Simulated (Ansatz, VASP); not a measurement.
# Two plane-wave programs on TiC

File INCAR:

```
SYSTEM = TiC
ALGO = Normal ; EDIFF = 1E-6
ENCUT = 520 ; GGA = PE
ISIF = 2 ; ISMEAR = 0
LASPH = .TRUE. ; LCHARG = .FALSE.
LREAL = .FALSE. ; LWAVE = .FALSE.
NBANDS = 15 ; NELM = 100
PREC = Accurate ; SIGMA = 0.1
```

KPOINTS

```
k-points
0
G
  16 16 16
  0 0 0
```

File POSCAR:

```
TiC
1.0
    0.0000000000      2.1593000000      2.1593000000
    2.1593000000      0.0000000000      2.1593000000
    2.1593000000      2.1593000000      0.0000000000
Ti C
1 1
Direct
    0.0000000000      0.0000000000      0.0000000000
    0.5000000000      0.5000000000      0.5000000000
```

Input for Ansatz:

```yaml
crystal:
  lattice:
    - [0.0, 2.1593, 2.1593]
    - [2.1593, 0.0, 2.1593]
    - [2.1593, 2.1593, 0.0]
  atoms:
    - { symbol: Ti, position: [0.0, 0.0, 0.0] }
    - { symbol: C, position: [0.5, 0.5, 0.5] }
basis:
  ecutwfc: 420
kpoints:
  mp_grid: { grid: [16, 16, 16] }
hamiltonian:
  xc: pbe
scf:
  occupations: { method: gaussian, width: 0.1 }
output:
  forces: true
  stress: true
  eigenvalues: true
  populations: true
```

Alike in both runs: task single point; functional PBE; k mesh 16 × 16 × 16; occupations gaussian, width 0.1 eV; no spin polarisation.

|  | VASP | Ansatz |
| --- | --- | --- |
| version | VASP 6.6.1 | Ansatz 0.2.0 |
| potentials or method | VASP PAW PBE potentials, release 64 (Ti_sv, C), cutoff 520 eV | scalar-relativistic, plane waves, PAW |
| valence electrons in the cell | 16 | 16 |

|  | VASP | Ansatz | Ansatz less VASP |
| --- | --- | --- | --- |
| gap on the k mesh at the Fermi level (eV) | none | none | - |
| pressure (GPa) | 2.8 | 2.5 | -0.21 |

A gap of «none» marks a metal or a gap that the smearing closes.
